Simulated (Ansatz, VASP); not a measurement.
# TiO2 in VASP and in Ansatz

Contents of INCAR:

```
PREC = Accurate ; ENCUT = 520
EDIFF = 1E-8 ; ISMEAR = -1
SIGMA = 0.05 ; LREAL = F
LASPH = T ; NELM = 60
ALGO = Normal ; ISIF = 2
LWAVE = F ; LCHARG = F
GGA = CA ; LEFG = T
NBANDS = 33
```

Contents of KPOINTS:

```
Automatic mesh
0
Gamma
  7 7 10
```

File POSCAR:

```
TiO2
1.0
    4.5940000000      0.0000000000      0.0000000000
    0.0000000000      4.5940000000      0.0000000000
    0.0000000000      0.0000000000      2.9294100000
Ti O
2 4
Direct
    0.0000000000      0.0000000000      0.0000000000
    0.5000000000      0.5000000000      0.5000000000
    0.3060000000      0.3060000000      0.0000000000
    0.1940000000      0.8060000000      0.5000000000
    0.6940000000      0.6940000000      0.0000000000
    0.8060000000      0.1940000000      0.5000000000
```

Input for Ansatz:

```yaml
crystal:
  lattice:
    - [4.594, 0.0, 0.0]
    - [0.0, 4.594, 0.0]
    - [0.0, 0.0, 2.92941]
  atoms:
    - { symbol: Ti, position: [0.0, 0.0, 0.0] }
    - { symbol: Ti, position: [0.5, 0.5, 0.5] }
    - { symbol: O, position: [0.306, 0.306, 0.0] }
    - { symbol: O, position: [0.194, 0.806, 0.5] }
    - { symbol: O, position: [0.694, 0.694, 0.0] }
    - { symbol: O, position: [0.806, 0.194, 0.5] }
kpoints:
  mp_grid: { grid: [7, 7, 10] }
scf:
  occupations: { method: fermi_dirac, width: 0.05 }
hamiltonian:
  xc: lda
  pseudopotentials: { kind: all_electron, datasets: crystal }
output:
  forces: true
  stress: true
  eigenvalues: true
  efg: { contact_densities: true }
```

Change from the starting cell: zz strain of -1 %, crystal datasets.

Alike in both runs: task electric field gradients; functional LDA; k mesh 7 × 7 × 10; occupations fermi-dirac, width 0.05 eV; no spin polarisation.

|  | VASP | Ansatz |
| --- | --- | --- |
| version | VASP 6.6.1 | Ansatz 0.2.0 |
| potentials or method | VASP PAW LDA potentials, release 64 (Ti_sv, O), cutoff 520 eV | all-electron PAW with datasets made for the crystal, scalar-relativistic |

Ansatz gave:

* gap on the k mesh at the Fermi level (eV): 1.89
* pressure (GPa): -4.9
* traceless stress, the component that is largest in VASP (GPa): 0.17
* rms of the force components (eV/Å): 0.075
* size of Vzz on the site where it differs most (V/Å²): 26.3

**Question.** Which values does VASP return?

**Answer.** gap on the k mesh at the Fermi level (eV): 1.87; pressure (GPa): -3.9; traceless stress, the component that is largest in VASP (GPa): 0.48; rms of the force components (eV/Å): 0.093; size of Vzz on the site where it differs most (V/Å²): 27.4.

LDA's correlation is that of Perdew and Zunger in VASP and of Perdew and Wang (1992) in Ansatz. Atom by atom the forces differ by 0.018 eV/Å (rms over components). One of these differences is far larger than is usual between the two programs; its cause wasn't traced. Ansatz ran all-electron here, and VASP with PAW potentials.
